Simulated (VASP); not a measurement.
# Ge (P6_3/mmc) in VASP: single point with LDA

Aim: the single point of Ge with LDA.

All numbers are computed with VASP 6.6.1; they aren't measurements. Logs are shortened: lines on timing, memory, paths and dates and some standing lists are left out, and cuts for length are marked.

### 1 The cell of the first run

Symmetry: P6_3/mmc, No. 194, hexagonal system. Conventional cell: a = 3.959 Å, b = 3.959 Å, c = 6.531 Å, α = 90.00°, β = 90.00°, γ = 120.00°. Within 3.2 Å of Ge (site symmetry 3m) lie 4 Ge at 2.43 to 2.44 Å.

This isn't the form of Ge at room conditions, which is diamond.

### 2 Single point, LDA

Contents of INCAR:

```
PREC = Accurate ; ENCUT = 520
EDIFF = 1E-6 ; ISMEAR = 0
SIGMA = 0.01 ; LREAL = F
LASPH = T ; NELM = 80
ALGO = Normal ; ISIF = 2
LWAVE = F ; LCHARG = F
NBANDS = 36
```

Contents of KPOINTS:

```
regular mesh
0
Gamma
  10 10 6
```

Contents of POSCAR:

```
Ge
1.0
    3.9590485050      0.0000000000      0.0000000000
   -1.9795242525      3.4286365802      0.0000000000
    0.0000000000      0.0000000000      6.5305490767
Ge
4
Direct
    0.3333333333      0.6666666667      0.0628452022
    0.6666666667      0.3333333333      0.5628452022
    0.6666666667      0.3333333333      0.9371547978
    0.3333333333      0.6666666667      0.4371547978
```

Potentials or basis: VASP PAW LDA potentials, release 64 (Ge_d).

Started as:

```sh
cat potpaw_LDA.64/Ge_d/POTCAR > POTCAR
mpirun -np 1 vasp_std > vasp.out
```

OUTCAR:

```text
PREC = Accurate
   ENCUT = 520
   EDIFF = 1E-6
   ISMEAR = 0
   LREAL = F
   LASPH = T
   NELM = 80
   ISIF = 2

 ion  position               nearest neighbor table
   1  0.333  0.667  0.063-   3 2.43   3 2.43   3 2.43   4 2.44
   2  0.667  0.333  0.563-   4 2.43   4 2.43   4 2.43   3 2.44
   3  0.667  0.333  0.937-   1 2.43   1 2.43   1 2.43   2 2.44
   4  0.333  0.667  0.437-   2 2.43   2 2.43   2 2.43   1 2.44

  LATTYP: Found a hexagonal cell.
 ALAT       =     3.9590485050
 C/A-ratio  =     1.6495248968

  Lattice vectors:

 A1 = (   3.9590485050,   0.0000000000,   0.0000000000)
 A2 = (  -1.9795242525,   3.4286365802,   0.0000000000)
 A3 = (   0.0000000000,   0.0000000000,   6.5305490767)

Analysis of symmetry for initial positions (statically):
=====================================================================
 Subroutine PRICEL returns:
 Original cell was already a primitive cell.

 Routine SETGRP: Setting up the symmetry group for a
 hexagonal supercell.

 Subroutine GETGRP returns: Found 24 space group operations
 (whereof 12 operations were pure point group operations)
 out of a pool of 24 trial point group operations.

The static configuration has the point symmetry D_3d.
 The point group associated with its full space group is D_6h.

Analysis of symmetry for dynamics (positions and initial velocities):
=====================================================================
 Subroutine PRICEL returns:
 Original cell was already a primitive cell.

 Routine SETGRP: Setting up the symmetry group for a
 hexagonal supercell.

 Subroutine GETGRP returns: Found 24 space group operations
 (whereof 12 operations were pure point group operations)
 out of a pool of 24 trial point group operations.

The dynamic configuration has the point symmetry D_3d.
 The point group associated with its full space group is D_6h.

 Subroutine INISYM returns: Found 24 space group operations
 (whereof 12 operations are pure point group operations),
 and found     1 'primitive' translations

----------------------------------------------------------------------------------------

                                     Primitive cell
[... 89 lines left out ...]
   ISPIN  =      1    spin polarized calculation?
   LNONCOLLINEAR =      F non collinear calculations
   LSORBIT =      F    spin-orbit coupling
   LASPH  =      T    aspherical Exc in radial PAW
   ENCUT  =  520.0 eV  38.22 Ry    6.18 a.u.   7.36  7.36 12.14*2*pi/ulx,y,z
   NELM   =     80;   NELMIN=  2; NELMDL= -5     # of ELM steps
   EDIFF  = 0.1E-05   stopping-criterion for ELM
   LREAL  =      F    real-space projection
   EDIFFG = 0.1E-04   stopping-criterion for IOM
   NSW    =      0    number of steps for IOM
   IBRION =     -1    ionic relax: 0-MD 1-quasi-New 2-CG
   NFREE  =      0    steps in history (QN), initial steepest desc. (CG)
   ISIF   =      2    stress and relaxation
   ISYM   =      2    0-nonsym 1-usesym 2-fastsym
   POTIM  = 0.5000    time-step for ionic-motion
   TEBEG  =    0.0;   TEEND  =   0.0 temperature during run
   PSTRESS=    0.0 pullay stress
   NELECT =      56.0000    total number of electrons
   NUPDOWN=      -1.0000    fix difference up-down
   EMIN   =  10.00;   EMAX   =-10.00  energy-range for DOS
   EFERMI =   0.00;   METHOD = LEGACY
   ISMEAR =     0;   SIGMA  =   0.01  broadening in eV -4-tet -1-fermi 0-gaus
   EFERMI_NEDOS =   21; number of points for ismear=-14 and -15
   IALGO  =     38    algorithm
   IMIX   =      4    mixing-type and parameters
     AMIX     =   0.40;   BMIX     =  1.00
     AMIX_MAG =   1.60;   BMIX_MAG =  1.00
  volume/ion in A,a.u.               =      22.16       149.55
  Fermi-wavevector in a.u.,A,eV,Ry     =   1.404700  2.654498 26.846764  1.973181
  Thomas-Fermi vector in A             =   2.527235
   LORBIT       =      0    0 simple, 1 ext, 2 COOP (PROOUT), +10 PAW based schemes
   GGA     = CA    functional components
   LHFCALC =     F    Hartree Fock is set to
   AEXX    =    0.0000 exact exchange contribution
   IVDW    =     0    specifies the selected vdW correction
   LEPSILON=     F    determine dielectric tensor
   LRPA    =     F    only Hartree local field effects (RPA)
 non-spin polarized calculation
 Gauss-broadening in eV      SIGMA  =   0.01
  energy-cutoff  :      520.00
  volume of cell :       88.65
 maximum number of plane-waves:      2418
 NGX is ok and might be reduce to    30
   NGX = 15   NGY = 15   NGZ = 25

 number of electron      56.0000036 magnetization

 Free energy of the ion-electron system (eV)
  ---------------------------------------------------
  ext. energy  EPLUGINS =         0.00000000
  ---------------------------------------------------
  free energy    TOTEN  =       -20.71644252 eV

  energy without entropy =      -20.71642371  energy(sigma->0) =      -20.71643312

 E-fermi :   4.9580     XC(G=0): -10.3853

 val. band max:        4.9579693347   @ k =   0.0000   0.0000   0.1667
 cond. band min:       5.0876529124   @ k =   0.0000   0.0000   0.0000
 fundamental gap:      0.1296835777
 Fermi energy:         4.9579693541

 k-point     1 :       0.0000    0.0000    0.0000
  band No.  band energies     occupation
      1     -20.0803      2.00000
      2     -20.0803      2.00000
      3     -20.0399      2.00000
      4     -20.0389      2.00000
      5     -20.0389      2.00000
      6     -20.0256      2.00000
[... 925 lines left out ...]
     35      13.1722      0.00000
     36      13.4622      0.00000

 [... further k-points ...]

------------------------ aborting loop because EDIFF is reached ----------------------------------------

  FORCE on cell =-STRESS in cart. coord.  units (eV):
  Direction    XX          YY          ZZ          XY          YZ          ZX
  --------------------------------------------------------------------------------------
  -------------------------------------------------------------------------------------
  Total        0.1026355      0.1026355      0.1026745      0.0000000     -0.0000000      0.0000000
  in kB        1.8550091      1.8550091      1.8557139      0.0000000     -0.0000000      0.0000000
  external PRESSURE =       1.8552440 kB  Pullay stress =       0.0000000 kB

 VOLUME and BASIS-vectors are now :
 -----------------------------------------------------------------------------
  energy-cutoff  :      520.00
  volume of cell :       88.65
      direct lattice vectors                 reciprocal lattice vectors
     3.959048505  0.000000000  0.000000000     0.252585943  0.145830562  0.000000000
    -1.979524253  3.428636580  0.000000000     0.000000000  0.291661124  0.000000000
     0.000000000  0.000000000  6.530549077     0.000000000  0.000000000  0.153126481

 POSITION                                       TOTAL-FORCE (eV/Angst)
 -----------------------------------------------------------------------------------
     -0.00000      2.28576      0.41041         0.000000      0.000000     -0.000417
      1.97952      1.14288      3.67569        -0.000000      0.000000     -0.000417
      1.97952      1.14288      6.12014        -0.000000      0.000000      0.000417
     -0.00000      2.28576      2.85486         0.000000     -0.000000      0.000417
 -----------------------------------------------------------------------------------
    total drift:                               -0.000000      0.000000      0.000000

  FREE ENERGIE OF THE ION-ELECTRON SYSTEM (eV)
  ---------------------------------------------------
  free  energy   TOTEN  =       -20.7164425202 eV

  energy  without entropy=      -20.7164237136  energy(sigma->0) =      -20.71643312
```

OSZICAR:

```text
N       E                     dE             d eps       ncg     rms          rms(c)
DAV:   1     0.492888097144E+03    0.49289E+03   -0.28282E+04  4704   0.426E+03
DAV:   2     0.639125554519E+02   -0.42898E+03   -0.41845E+03  4032   0.798E+02
DAV:   3    -0.165836567206E+02   -0.80496E+02   -0.79503E+02  4364   0.205E+02
DAV:   4    -0.209982631483E+02   -0.44146E+01   -0.43990E+01  4676   0.561E+01
DAV:   5    -0.210866580584E+02   -0.88395E-01   -0.88365E-01  4540   0.868E+00    0.480E+00
DAV:   6    -0.208394390951E+02    0.24722E+00   -0.10995E-01  4436   0.214E+00    0.274E+00
DAV:   7    -0.207146924315E+02    0.12475E+00   -0.18229E-01  4320   0.233E+00    0.195E-01
DAV:   8    -0.207163099060E+02   -0.16175E-02   -0.13725E-02  4544   0.951E-01    0.929E-02
DAV:   9    -0.207164521444E+02   -0.14224E-03   -0.27008E-04  4732   0.102E-01    0.249E-02
DAV:  10    -0.207164426398E+02    0.95046E-05   -0.24250E-05  5368   0.659E-02    0.125E-02
DAV:  11    -0.207164425202E+02    0.11956E-06   -0.30604E-06  3448   0.163E-02
   1 F= -.20716443E+02 E0= -.20716433E+02  d E =-.188066E-04
```

stdout:

```text
POSCAR found type information on POSCAR Ge
 POSCAR found :  1 types and       4 ions
 scaLAPACK will be used
 LDA part: xc-table for (Slater(with rela. corr.)+CA(PZ))
 , standard interpolation
 POSCAR, INCAR and KPOINTS ok, starting setup
 FFT: planning ... GRIDC
 FFT: planning ... GRID_SOFT
 FFT: planning ... GRID
 WAVECAR not read
 entering main loop
```

Run time: 87 s. Hardware: 1 thread of AMD EPYC 7R13 (Zen 3), shared host; peak memory 0.22 GiB.

Results:

- Free energy: -20.7164 eV
- Pressure: 0.2 GPa
- Band gap on the k mesh: zero (bands 28 and 29 overlap by 0.13 eV)

Caveat: semilocal functionals underestimate gaps, so a narrow gap can read as zero.
